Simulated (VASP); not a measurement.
InP: relaxation of cell and atoms with LDA

Crystal: InP.

```
In P
1.0
     0.00000    2.91355    2.91355
     2.91355    0.00000    2.91355
     2.91355    2.91355    0.00000
In P
1 1
Direct
  0.00000 0.00000 0.00000
  0.75000 0.75000 0.75000
```

| Item | Value |
| --- | --- |
| Program | VASP 6.6.1 |
| Task | relaxation of cell and atoms |
| Functional | LDA |
| Potentials or basis | VASP PAW LDA potentials, release 64 (In_d, P) |
| Cutoff | 600 eV |
| k mesh | 10 × 10 × 10 |
| Occupations | gaussian, width 0.01 eV |
| Spin | no spin polarisation |
| Target pressure | 30 GPa |
| Dipole correction | no |
| Further INCAR settings | ALGO = Normal; EDIFF = 1e-07; IBRION = 2; EDIFFG = -0.001; NSW = 80; ISIF = 3 |

- Relaxed volume: 19.40 Å³/atom
- Relaxed cell: a = 3.800 Å, b = 3.800 Å, c = 3.800 Å, α = 60.00°, β = 60.00°, γ = 60.00°
- Space group after relaxing (to 0.05 Å): F-43m (No. 216)
- Energy change on relaxing (the enthalpy is what falls): +401.9 meV/atom
- Ionic steps: 17
- Pressure after relaxing: 30.0 GPa
- Band gap on the k mesh: 1.06 eV, indirect (least direct gap 1.83 eV)

The path:
| step | energy change (eV) | largest force (eV/Å) | pressure (GPa) | volume (Å³) |
| --- | --- | --- | --- | --- |
| 1 | 0.0000 | 0.0000 | 0.04 | 49.46 |
| 2 | 11.7862 | 0.0000 | 278.17 | 23.19 |
| 3 | 0.5255 | 0.0000 | 22.46 | 40.51 |
| 4 | 0.6838 | 0.0000 | 26.85 | 39.48 |
| 5 | 0.8050 | 0.0000 | 30.04 | 38.79 |
| 6 | 0.7687 | 0.0000 | 29.11 | 38.99 |
| 7 | 0.7710 | 0.0000 | 29.15 | 38.98 |
| 8 | 0.7779 | 0.0000 | 29.33 | 38.94 |
| 9 | 0.7780 | 0.0000 | 29.32 | 38.94 |
| 10 | 0.7783 | 0.0000 | 29.34 | 38.94 |
| 11 | 0.7790 | 0.0000 | 29.36 | 38.93 |
| 12 | 0.7804 | 0.0000 | 29.39 | 38.93 |
| 13 | 0.7832 | 0.0000 | 29.47 | 38.91 |
| 14 | 0.7888 | 0.0000 | 29.61 | 38.88 |
| 15 | 0.8001 | 0.0000 | 29.89 | 38.82 |
| 16 | 0.8043 | 0.0000 | 30.01 | 38.80 |
| 17 | 0.8038 | 0.0000 | 30.00 | 38.80 |

Final structure:
```
CELL_PARAMETERS angstrom
0.00000 2.68698 2.68698
2.68698 0.00000 2.68698
2.68698 2.68698 0.00000
ATOMIC_POSITIONS crystal
In 0.00000 0.00000 0.00000
P 0.75000 0.75000 0.75000
```

Levels at points of the mesh, in eV from the valence-band top:
```tsv
k point	band 7	band 8	band 9	band 10	band 11	band 12
(0.00, 0.00, 0.00)	0.00	0.00	0.00	1.83	3.79	3.79
(0.50, 0.00, 0.00)	-7.53	-1.47	-1.47	1.90	4.59	4.59
(0.50, 0.50, 0.00)	-7.21	-3.43	-3.43	1.06	1.88	10.73
```

Wall time 7.8 min on 1 thread of Intel Xeon 8259CL (shared host), peak memory 0.21 GiB.

Caveat: the cell is relaxed towards a set pressure, so the enthalpy falls and the energy may rise; the volume moved by over 15 % at a fixed basis, so the end points are rough; spin-orbit coupling is left out, which moves the levels of the heavy elements. LDA usually gives volumes a few per cent too small.
